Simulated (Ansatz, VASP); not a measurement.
# HfN in VASP and in Ansatz

```
Hf N
1.0
     0.00000    2.25080    2.25080
     2.25080    0.00000    2.25080
     2.25080    2.25080    0.00000
Hf N
1 1
Cartesian
  0.0000 0.0000 0.0000
  2.2508 2.2508 2.2508
```

Alike in both runs: functional PBEsol; k mesh 16 × 16 × 16; occupations gaussian, width 0.1 eV; no spin polarisation.

Ansatz relaxed the structure, and its values are those at the end. VASP's run is a single point on that final structure, the one shown.

```csv
,VASP,Ansatz
version,VASP 6.6.1,Ansatz 0.2.0
potentials or method,"VASP PAW PBE potentials, release 64 (Hf_pv, N), cutoff 520 eV","scalar-relativistic, plane waves, PAW"
valence electrons in the cell,15,31
```

Ansatz gave:

| Quantity | Value |
| --- | --- |
| gap on the k mesh at the Fermi level (eV) | none |
| pressure (GPa) | 0.0 |

**Question.** What did VASP give for the same quantities?

**Answer.** gap on the k mesh at the Fermi level (eV): none; pressure (GPa): -2.2.

VASP's potentials were made for PBE, not for PBEsol, and Ansatz warns of the same on its side. A gap of «none» marks a metal or a gap that the smearing closes. VASP's potentials hold 15 valence electrons a cell and Ansatz's 31, so a difference there can come from the potentials and not from the codes.

Neither program's run includes spin-orbit coupling.
